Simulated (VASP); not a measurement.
A run of VASP 6.6.1:

Contents of INCAR:

```
SYSTEM = BaTa2
ALGO = Normal
EDIFF = 1E-7
EDIFFG = -0.04
ENCUT = 600
GGA = PE
IBRION = 2
ISIF = 3
ISMEAR = 0
LASPH = .TRUE.
LCHARG = .FALSE.
LREAL = .FALSE.
LWAVE = .FALSE.
NELM = 100
NSW = 90
PREC = Accurate
SIGMA = 0.1
```

The input KPOINTS:

```
k-points
0
G
  4 4 4
  0 0 0
```

POSCAR

```
BaTa2
1.0
    0.0000000000      3.2635735585      3.2635735585
    3.2635735585      0.0000000000      3.2635735585
    3.2635735585      3.2635735585      0.0000000000
Ba Ta
1 2
Direct
    0.0000000000      0.0000000000      0.0000000000
    0.2500000000      0.2500000000      0.2500000000
    0.7500000000      0.7500000000      0.7500000000
```

Potentials or basis: VASP PAW PBE potentials, release 64 (Ba_sv, Ta_pv).

Launch:

```console
$ cat potpaw_PBE.64/Ba_sv/POTCAR potpaw_PBE.64/Ta_pv/POTCAR > POTCAR
$ mpirun -np 1 vasp_std > vasp.out
```

Hardware: 1 thread of Intel(R) Xeon(R) Platinum 8375C CPU @ 2.90GHz (Ice Lake), with other jobs on the host.

Q: How long does it take, and how much memory?

A: It took 46 s on 1 thread of Intel(R) Xeon(R) Platinum 8375C CPU @ 2.90GHz (Ice Lake), with other jobs on the host, peak memory 0.24 GiB. Counts: scf iterations 38, k points 8, ion steps 3.
